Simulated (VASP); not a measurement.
Runs of VASP 6.6.1 on PtWS4. The structure is that of space group P4/mmm (No. 123), or close to it. The cells are those of the table. 

```csv
task,cell,k mesh,cutoff (eV),gap on the mesh (eV),pressure (GPa),relaxed volume (Å³/atom),largest force (eV/Å)
relaxation of cell and atoms,"relaxed from a = 4.199, b = 4.199, c = 5.939 Å, 6 atoms",4 × 4 × 4,600,none,0.1,17.01,0.01
relaxation of cell and atoms,"relaxed from a = 4.148, b = 4.148, c = 5.939 Å, 6 atoms",10 × 10 × 6,600,none,0.0,17.02,-
single point,"a = 4.148, b = 4.148, c = 5.939 Å, 6 atoms",4 × 4 × 4,520,none,-0.1,-,0.01
single point,"a = 4.199, b = 4.199, c = 5.939 Å, 6 atoms",4 × 4 × 4,520,none,-3.7,-,(a)
single point,"a = 4.154, b = 4.154, c = 5.921 Å, 6 atoms",10 × 10 × 6,520,none,-0.1,-,0.01
```

Alike in all rows: level PBE; potentials or basis VASP PAW PBE potentials, release 64 (Pt, W_sv, S); no spin polarisation; smearing gaussian 0.1 eV.

Problem. Estimate the missing entries.

Solution. (a) 0.91.

Caveats: some runs use coarse meshes; spin-orbit coupling is left out, which moves the levels of the heavy elements.

A k mesh can miss the band edges, and the runs leave out spin-orbit coupling on Pt, W.

A gap of «none» marks levels without a gap at the run's occupations.
